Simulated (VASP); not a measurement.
Runs of VASP 6.6.1 on BiS. The structure is that of space group Pm-3m (No. 221), or close to it. The cells are those of the table. 

```tsv
task	level	cell	k mesh for the DOS	occupations for the DOS	gap on the mesh (eV)	pressure (GPa)
single point	PBE	a = 3.616, b = 3.580, c = 3.580 Å, 2 atoms	-	-	none	-0.8
single point	PBE	a = 3.604 Å, 2 atoms	-	-	none	(a)
single point	PBE	a = 3.513 Å, 2 atoms	-	-	none	4.6
single point	PBE	a = 3.580 Å, angles 90.0, 90.6, 90.0°, 2 atoms	-	-	none	-0.1
single point	r2SCAN	a = 3.580 Å, 2 atoms	-	-	none	-0.9
single point	PBE	a = 3.531 Å, 2 atoms	-	-	none	3.2
single point	PBE	a = 3.695 Å, 2 atoms	-	-	none	(b)
```

Alike in all rows: potentials or basis VASP PAW PBE potentials, release 64 (Bi_d, S); no spin polarisation; k mesh 10 × 10 × 10; cutoff (eV) 520; smearing gaussian 0.05 eV.

Problem. Estimate the missing entries.

Solution. (a) -1.5; (b) -5.5.

Caveats: spin-orbit coupling is left out, which moves the levels of the heavy elements; the PAW data sets were made with another functional, which shifts forces and pressure a little (some runs).

A k mesh can miss the band edges, and the runs leave out spin-orbit coupling on Bi.

A gap of «none» marks levels without a gap at the run's occupations.
